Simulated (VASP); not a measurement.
Write the native input for VASP 6.6.1 that does the following.

- Task: single point
- Functional: LDA
- Potentials or basis: VASP PAW LDA potentials, release 64 (Na_pv, Li_sv, I, Cl)
- Cutoff: 520 eV
- k mesh: 6 × 6 × 4
- Occupations: gaussian, width 0.05 eV
- Spin: no spin polarisation
- Dipole correction: no
- Further INCAR settings: ALGO = Normal; EDIFF = 1e-06; NBANDS = 20

The structure of NaLiICl lies in POSCAR:

```
NaLiICl
1.0
    4.4189668800      0.0000000000      0.0000000000
    0.0000000000      4.4189668800      0.0000000000
    0.0000000000      0.0000000000      6.7125715200
Na Li I Cl
1 1 1 1
Direct
    0.5000000000      0.5000000000      0.5000000000
    0.0000000000      0.0000000000      0.0000000000
    0.5000000000      0.5000000000      0.0000000000
    0.0000000000      0.0000000000      0.5000000000
```

This cell differs from its parent crystal: strain +0.080 along x and y, +0.080 along z.

One way to write it, as run:

INCAR

```
PREC = Accurate
ENCUT = 520
EDIFF = 1E-6
ISMEAR = 0
SIGMA = 0.05
LREAL = F
LASPH = T
NELM = 100
ALGO = Normal
ISIF = 2
LWAVE = F
LCHARG = T
LELF = T
LVHAR = T
NBANDS = 20
```

KPOINTS

```
Automatic mesh
0
Gamma
  6 6 4
```

Potentials or basis: VASP PAW LDA potentials, release 64 (Na_pv, Li_sv, I, Cl).

The run is started by

```sh
$ cat potpaw_LDA.64/Na_pv/POTCAR potpaw_LDA.64/Li_sv/POTCAR potpaw_LDA.64/I/POTCAR potpaw_LDA.64/Cl/POTCAR > POTCAR
$ mpirun -np 1 vasp_std > vasp.out
```

It gave:

The band gap on the k mesh is 3.38 eV, indirect (least direct gap 3.52 eV).

Caveat: the cell differs from its parent crystal (strain +0.080 along x and y, +0.080 along z); spin-orbit coupling is left out, which moves the levels of the heavy elements.

Wall time 30 s on 1 thread of Intel(R) Xeon(R) 6975P-C (Granite Rapids), on a shared host, peak memory 0.24 GiB.
